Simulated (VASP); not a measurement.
# SnTe (F-43m) in VASP: settings compared

SnTe is run at these levels: PBEsol, LDA; tasks: single point.

All numbers are computed with VASP 6.6.1; they aren't measurements. Logs are shortened: lines on timing, memory, paths and dates and some standing lists are left out, and cuts for length are marked.

**1. The cell of the first run**

The structure is cubic, space group F-43m (No. 216). Conventional cell: a = 7.317 Å, b = 7.317 Å, c = 7.317 Å, α = 90.00°, β = 90.00°, γ = 90.00°. Te (site symmetry -43m) has 4 Sn at 3.17 Å within 4.2 Å. Sn (site symmetry -43m) has 4 Te at 3.17 Å within 4.2 Å.

**2. Single point, PBEsol (volume scaled by 1.04)**

INCAR

```
PREC = Accurate ; ENCUT = 520
EDIFF = 1E-6 ; ISMEAR = -1
SIGMA = 0.05 ; LREAL = False
LASPH = True ; NELM = 60
ALGO = Normal ; ISIF = 2
LWAVE = False ; LCHARG = True
GGA = PS ; LELF = True
LVHAR = True ; NBANDS = 17
```

KPOINTS

```
Automatic mesh
0
Gamma
  7 7 7
```

POSCAR

```
SnTe
1.0
    0.0000000000      3.6586665285      3.6586665285
    3.6586665285      0.0000000000      3.6586665285
    3.6586665285      3.6586665285      0.0000000000
Te Sn
1 1
Direct
    0.2500000000      0.2500000000      0.2500000000
    0.0000000000      0.0000000000      0.0000000000
```

Potentials or basis: VASP PAW PBE potentials, release 64 (Te, Sn_d).

On the command line:

```bash
$ cat potpaw_PBE.64/Te/POTCAR potpaw_PBE.64/Sn_d/POTCAR > POTCAR
$ mpirun -np 1 vasp_std > vasp.out
```

OUTCAR:

```text
PREC = Accurate
   ENCUT = 520
   EDIFF = 1E-6
   ISMEAR = -1
   LREAL = False
   LASPH = True
   NELM = 60
   ISIF = 2
   GGA = PS

 ion  position               nearest neighbor table
   1  0.250  0.250  0.250-   2 3.17   2 3.17   2 3.17   2 3.17
   2  0.000  0.000  0.000-   1 3.17   1 3.17   1 3.17   1 3.17

  LATTYP: Found a face centered cubic cell.
 ALAT       =     7.3173330570

  Lattice vectors:

 A1 = (   0.0000000000,   3.6586665285,   3.6586665285)
 A2 = (   3.6586665285,   0.0000000000,   3.6586665285)
 A3 = (   3.6586665285,   3.6586665285,   0.0000000000)

Analysis of symmetry for initial positions (statically):
=====================================================================
 Subroutine PRICEL returns:
 Original cell was already a primitive cell.

 Routine SETGRP: Setting up the symmetry group for a
 face centered cubic supercell.

 Subroutine GETGRP returns: Found 24 space group operations
 (whereof 24 operations were pure point group operations)
 out of a pool of 48 trial point group operations.

The static configuration has the point symmetry T_d .

Analysis of symmetry for dynamics (positions and initial velocities):
=====================================================================
 Subroutine PRICEL returns:
 Original cell was already a primitive cell.

 Routine SETGRP: Setting up the symmetry group for a
 face centered cubic supercell.

 Subroutine GETGRP returns: Found 24 space group operations
 (whereof 24 operations were pure point group operations)
 out of a pool of 48 trial point group operations.

The dynamic configuration has the point symmetry T_d .

 Subroutine INISYM returns: Found 24 space group operations
 (whereof 24 operations are pure point group operations),
 and found     1 'primitive' translations

----------------------------------------------------------------------------------------

                                     Primitive cell

  volume of cell :      97.9487

  direct lattice vectors                    reciprocal lattice vectors
     0.000000000  3.658666528  3.658666528    -0.136661813  0.136661813  0.136661813
     3.658666528  0.000000000  3.658666528     0.136661813 -0.136661813  0.136661813
     3.658666528  3.658666528  0.000000000     0.136661813  0.136661813 -0.136661813

  length of vectors
     5.174135825  5.174135825  5.174135825     0.236705203  0.236705203  0.236705203
[... 71 lines left out ...]
   LNONCOLLINEAR =      F non collinear calculations
   LSORBIT =      F    spin-orbit coupling
   LASPH  =      T    aspherical Exc in radial PAW
   ENCUT  =  520.0 eV  38.22 Ry    6.18 a.u.   9.62  9.62  9.62*2*pi/ulx,y,z
   NELM   =     60;   NELMIN=  2; NELMDL= -5     # of ELM steps
   EDIFF  = 0.1E-05   stopping-criterion for ELM
   LREAL  =      F    real-space projection
   EDIFFG = 0.1E-04   stopping-criterion for IOM
   NSW    =      0    number of steps for IOM
   IBRION =     -1    ionic relax: 0-MD 1-quasi-New 2-CG
   NFREE  =      0    steps in history (QN), initial steepest desc. (CG)
   ISIF   =      2    stress and relaxation
   ISYM   =      2    0-nonsym 1-usesym 2-fastsym
   POTIM  = 0.5000    time-step for ionic-motion
   TEBEG  =    0.0;   TEEND  =   0.0 temperature during run
   PSTRESS=    0.0 pullay stress
   NELECT =      20.0000    total number of electrons
   NUPDOWN=      -1.0000    fix difference up-down
   EMIN   =  10.00;   EMAX   =-10.00  energy-range for DOS
   EFERMI =   0.00;   METHOD = LEGACY
   ISMEAR =    -1;   SIGMA  =   0.05  broadening in eV -4-tet -1-fermi 0-gaus
   EFERMI_NEDOS =   21; number of points for ismear=-14 and -15
   IALGO  =     38    algorithm
   IMIX   =      4    mixing-type and parameters
     AMIX     =   0.40;   BMIX     =  1.00
     AMIX_MAG =   1.60;   BMIX_MAG =  1.00
  volume/ion in A,a.u.               =      48.97       330.50
  Fermi-wavevector in a.u.,A,eV,Ry     =   0.964018  1.821731 12.644323  0.929332
  Thomas-Fermi vector in A             =   2.093614
   LORBIT       =      0    0 simple, 1 ext, 2 COOP (PROOUT), +10 PAW based schemes
   GGA     = PS    functional components
   LHFCALC =     F    Hartree Fock is set to
   AEXX    =    0.0000 exact exchange contribution
   IVDW    =     0    specifies the selected vdW correction
   LEPSILON=     F    determine dielectric tensor
   LRPA    =     F    only Hartree local field effects (RPA)
 non-spin polarized calculation
  energy-cutoff  :      520.00
  volume of cell :       97.95
 maximum number of plane-waves:      2685
   NGX = 19   NGY = 19   NGZ = 19

 number of electron      19.9999994 magnetization

 Free energy of the ion-electron system (eV)
  ---------------------------------------------------
  ext. energy  EPLUGINS =         0.00000000
  ---------------------------------------------------
  free energy    TOTEN  =        -7.56136145 eV

  energy without entropy =       -7.56047361  energy(sigma->0) =       -7.56091753

 E-fermi :   2.7129     XC(G=0):  -7.4677

 val. band max:        2.4906590790   @ k =  -0.2857   0.4286   0.1429
 cond. band min:       2.8620800324   @ k =   0.4286   0.4286   0.0000
 fundamental gap:      0.3714209534
 Fermi energy:         2.7129266116

 k-point     1 :       0.0000    0.0000    0.0000
  band No.  band energies     occupation
      1     -18.9928      2.00000
      2     -18.9928      2.00000
      3     -18.9928      2.00000
      4     -18.9858      2.00000
      5     -18.9858      2.00000
      6      -8.6397      2.00000
[... 377 lines left out ...]
      4     -18.9860      2.00000
      5     -18.9854      2.00000
      6      -7.9634      2.00000
[... 9 lines left out ...]
     16       9.9314      0.00000
     17      11.2454      0.00000

------------------------ aborting loop because EDIFF is reached ----------------------------------------

  FORCE on cell =-STRESS in cart. coord.  units (eV):
  Direction    XX          YY          ZZ          XY          YZ          ZX
  --------------------------------------------------------------------------------------
  -------------------------------------------------------------------------------------
  Total       -1.3208397     -1.3208397     -1.3208397     -0.0000000      0.0000000     -0.0000000
  in kB      -21.6053954    -21.6053954    -21.6053954     -0.0000000      0.0000000     -0.0000000
  external PRESSURE =     -21.6053954 kB  Pullay stress =       0.0000000 kB

 VOLUME and BASIS-vectors are now :
 -----------------------------------------------------------------------------
  energy-cutoff  :      520.00
  volume of cell :       97.95
      direct lattice vectors                 reciprocal lattice vectors
     0.000000000  3.658666528  3.658666528    -0.136661813  0.136661813  0.136661813
     3.658666528  0.000000000  3.658666528     0.136661813 -0.136661813  0.136661813
     3.658666528  3.658666528  0.000000000     0.136661813  0.136661813 -0.136661813

 POSITION                                       TOTAL-FORCE (eV/Angst)
 -----------------------------------------------------------------------------------
      1.82933      1.82933      1.82933         0.000000      0.000000      0.000000
      0.00000      0.00000      0.00000        -0.000000     -0.000000     -0.000000
 -----------------------------------------------------------------------------------
    total drift:                               -0.000000     -0.000000     -0.000000

  FREE ENERGIE OF THE ION-ELECTRON SYSTEM (eV)
  ---------------------------------------------------
  free  energy   TOTEN  =        -7.5613614489 eV

  energy  without entropy=       -7.5604736133  energy(sigma->0) =       -7.56091753
```

It took 31 s on 1 thread of Intel Xeon Platinum 8488C (Sapphire Rapids), shared host; peak memory 0.25 GiB.

Results:

| Item | Value |
| --- | --- |
| Free energy | -7.5614 eV |
| Pressure | -2.2 GPa |
| Band gap on the k mesh | 0.37 eV, indirect (least direct gap 0.83 eV) |

Caveat: the PAW data sets were made with another functional, which shifts forces and pressure a little; spin-orbit coupling is left out, which moves the levels of the heavy elements.

**3. Single point, LDA (volume scaled by 1.06)**

INCAR

```
SYSTEM = SnTe
PREC = Accurate ; ENCUT = 520
EDIFF = 1E-7 ; ISMEAR = -1
SIGMA = 0.05 ; LREAL = .FALSE.
LASPH = .TRUE. ; NELM = 60
ALGO = Normal ; ISIF = 2
LWAVE = .FALSE. ; LCHARG = .TRUE.
LELF = .TRUE. ; LVHAR = .TRUE.
NBANDS = 17
```

KPOINTS

```
Automatic mesh
0
G
  7 7 7
  0 0 0
```

POSCAR

```
SnTe
1.0
    0.0000000000      3.6819707652      3.6819707652
    3.6819707652      0.0000000000      3.6819707652
    3.6819707652      3.6819707652      0.0000000000
Te Sn
1 1
Direct
    0.2500000000      0.2500000000      0.2500000000
    0.0000000000      0.0000000000      0.0000000000
```

Potentials or basis: VASP PAW LDA potentials, release 64 (Te, Sn_d).

On the command line:

```bash
$ cat potpaw_LDA.64/Te/POTCAR potpaw_LDA.64/Sn_d/POTCAR > POTCAR
$ mpirun -np 1 vasp_std > vasp.out
```

Run time: 31 s. Hardware: 1 thread of Intel Xeon Platinum 8488C (Sapphire Rapids), shared host; peak memory 0.21 GiB.

It converged, with:

```yaml
Free_energy: -7.9006 eV
Pressure: -3.2 GPa
Band_gap_on_the_k_mesh: 0.37 eV, indirect (least direct gap 0.81 eV)
```

Levels at points of the mesh, in eV from the valence-band top:
| k point | band 7 | band 8 | band 9 | band 10 | band 11 | band 12 | band 13 | band 14 |
| --- | --- | --- | --- | --- | --- | --- | --- | --- |
| (0.00, 0.00, 0.00) | -5.19 | -1.53 | -1.53 | -1.53 | 1.25 | 1.25 | 1.25 | 4.13 |

Caveat: spin-orbit coupling is left out, which moves the levels of the heavy elements. A k mesh can miss the band edges.

**4. Single point, LDA (volume scaled by 0.94)**

INCAR

```
PREC = Accurate ; ENCUT = 520
EDIFF = 1E-6 ; ISMEAR = -1
SIGMA = 0.05 ; LREAL = F
LASPH = T ; NELM = 80
ALGO = Normal ; ISIF = 2
LWAVE = F ; LCHARG = F
NBANDS = 17
```

KPOINTS

```
Automatic mesh
0
Gamma
  7 7 7
```

POSCAR

```
SnTe
1.0
    0.0000000000      3.5374284581      3.5374284581
    3.5374284581      0.0000000000      3.5374284581
    3.5374284581      3.5374284581      0.0000000000
Te Sn
1 1
Direct
    0.2500000000      0.2500000000      0.2500000000
    0.0000000000      0.0000000000      0.0000000000
```

Potentials or basis: VASP PAW LDA potentials, release 64 (Te, Sn_d).

On the command line:

```bash
$ cat potpaw_LDA.64/Te/POTCAR potpaw_LDA.64/Sn_d/POTCAR > POTCAR
$ mpirun -np 1 vasp_std > vasp.out
```

OUTCAR:

```text
PREC = Accurate
   ENCUT = 520
   EDIFF = 1E-6
   ISMEAR = -1
   LREAL = F
   LASPH = T
   NELM = 80
   ISIF = 2

 ion  position               nearest neighbor table
   1  0.250  0.250  0.250-   2 3.06   2 3.06   2 3.06   2 3.06
   2  0.000  0.000  0.000-   1 3.06   1 3.06   1 3.06   1 3.06

  LATTYP: Found a face centered cubic cell.
 ALAT       =     7.0748569162

  Lattice vectors:

 A1 = (   0.0000000000,   3.5374284581,   3.5374284581)
 A2 = (   3.5374284581,   0.0000000000,   3.5374284581)
 A3 = (   3.5374284581,   3.5374284581,   0.0000000000)

Analysis of symmetry for initial positions (statically):
=====================================================================
 Subroutine PRICEL returns:
 Original cell was already a primitive cell.

 Routine SETGRP: Setting up the symmetry group for a
 face centered cubic supercell.

 Subroutine GETGRP returns: Found 24 space group operations
 (whereof 24 operations were pure point group operations)
 out of a pool of 48 trial point group operations.

The static configuration has the point symmetry T_d .

Analysis of symmetry for dynamics (positions and initial velocities):
[... 155 lines left out ...]

 val. band max:        3.3105536018   @ k =  -0.2857   0.4286   0.1429
 cond. band min:       3.4189840712   @ k =   0.4286   0.4286   0.0000
 fundamental gap:      0.1084304693
 Fermi energy:         3.4125330124

 k-point     1 :       0.0000    0.0000    0.0000
  band No.  band energies     occupation
      1     -18.2357      2.00000
      2     -18.2357      2.00000
      3     -18.2357      2.00000
      4     -18.2211      2.00000
      5     -18.2211      2.00000
      6      -8.4192      2.00000
[... 377 lines left out ...]
      4     -18.2216      2.00000
      5     -18.2205      2.00000
      6      -7.5639      2.00000
[... 9 lines left out ...]
     16      10.8726      0.00000
     17      12.1964      0.00000

------------------------ aborting loop because EDIFF is reached ----------------------------------------

  FORCE on cell =-STRESS in cart. coord.  units (eV):
  Direction    XX          YY          ZZ          XY          YZ          ZX
  --------------------------------------------------------------------------------------
  -------------------------------------------------------------------------------------
  Total       -0.4266310     -0.4266310     -0.4266310     -0.0000000      0.0000000      0.0000000
  in kB       -7.7209367     -7.7209367     -7.7209367     -0.0000000      0.0000000      0.0000000
  external PRESSURE =      -7.7209367 kB  Pullay stress =       0.0000000 kB

 VOLUME and BASIS-vectors are now :
 -----------------------------------------------------------------------------
  energy-cutoff  :      520.00
  volume of cell :       88.53
      direct lattice vectors                 reciprocal lattice vectors
     0.000000000  3.537428458  3.537428458    -0.141345615  0.141345615  0.141345615
     3.537428458  0.000000000  3.537428458     0.141345615 -0.141345615  0.141345615
     3.537428458  3.537428458  0.000000000     0.141345615  0.141345615 -0.141345615

 POSITION                                       TOTAL-FORCE (eV/Angst)
 -----------------------------------------------------------------------------------
      1.76871      1.76871      1.76871         0.000000      0.000000      0.000000
      0.00000      0.00000      0.00000        -0.000000     -0.000000     -0.000000
 -----------------------------------------------------------------------------------
    total drift:                               -0.000000     -0.000000     -0.000000

  FREE ENERGIE OF THE ION-ELECTRON SYSTEM (eV)
  ---------------------------------------------------
  free  energy   TOTEN  =        -8.0476323430 eV

  energy  without entropy=       -8.0433495050  energy(sigma->0) =       -8.04549092
```

OSZICAR:

```text
N       E                     dE             d eps       ncg     rms          rms(c)
DAV:   1     0.125434822488E+03    0.12543E+03   -0.93292E+03   680   0.122E+03
DAV:   2     0.498937438776E+01   -0.12045E+03   -0.11728E+03   697   0.297E+02
DAV:   3    -0.776995342832E+01   -0.12759E+02   -0.12674E+02   859   0.929E+01
DAV:   4    -0.816839784852E+01   -0.39844E+00   -0.39790E+00   789   0.172E+01
DAV:   5    -0.818441148922E+01   -0.16014E-01   -0.16013E-01   971   0.329E+00    0.506E+00
DAV:   6    -0.805932021409E+01    0.12509E+00   -0.29426E-01   883   0.264E+00    0.335E+00
DAV:   7    -0.804933460499E+01    0.99856E-02   -0.64453E-02   752   0.958E-01    0.108E+00
DAV:   8    -0.804765518044E+01    0.16794E-02   -0.83042E-03   836   0.589E-01    0.218E-01
DAV:   9    -0.804763630103E+01    0.18879E-04   -0.17190E-03   862   0.255E-01    0.512E-02
DAV:  10    -0.804761368931E+01    0.22612E-04   -0.20306E-04   835   0.808E-02    0.311E-02
DAV:  11    -0.804763397059E+01   -0.20281E-04   -0.56024E-05   763   0.356E-02    0.308E-02
DAV:  12    -0.804763245685E+01    0.15137E-05   -0.45948E-06   765   0.999E-03    0.160E-02
DAV:  13    -0.804763234298E+01    0.11387E-06   -0.90277E-07   481   0.413E-03
   1 F= -.80476323E+01 E0= -.80454909E+01  d E =-.428284E-02
```

Wall time 25 s (1 thread of Intel Xeon 6975P-C, shared host); peak memory 0.2 GiB.

Results:

- Free energy: -8.0476 eV
- Pressure: -0.8 GPa
- Band gap on the k mesh: 0.11 eV, indirect (least direct gap 0.69 eV)

Caveat: spin-orbit coupling is left out, which moves the levels of the heavy elements. A k mesh can miss the band edges.

**5. The runs side by side**

| level | potentials or basis | cell | gap on the mesh (eV) | pressure (GPa) |
| --- | --- | --- | --- | --- |
| PBEsol | VASP PAW PBE potentials, release 64 (Te, Sn_d) | a = 5.174 Å, angles 60.0°, 2 atoms | 0.37 | -2.2 |
| LDA | VASP PAW LDA potentials, release 64 (Te, Sn_d) | a = 5.207 Å, angles 60.0°, 2 atoms | 0.37 | -3.2 |
| LDA | VASP PAW LDA potentials, release 64 (Te, Sn_d) | a = 5.003 Å, angles 60.0°, 2 atoms | 0.11 | -0.8 |

Alike in all rows: task single point; no spin polarisation; k mesh 7 × 7 × 7; cutoff (eV) 520; smearing fermi-dirac 0.05 eV.

Caveats: spin-orbit coupling is left out, which moves the levels of the heavy elements; the PAW data sets were made with another functional, which shifts forces and pressure a little (some runs).

Absolute energies hang on the potentials; compare differences alone.
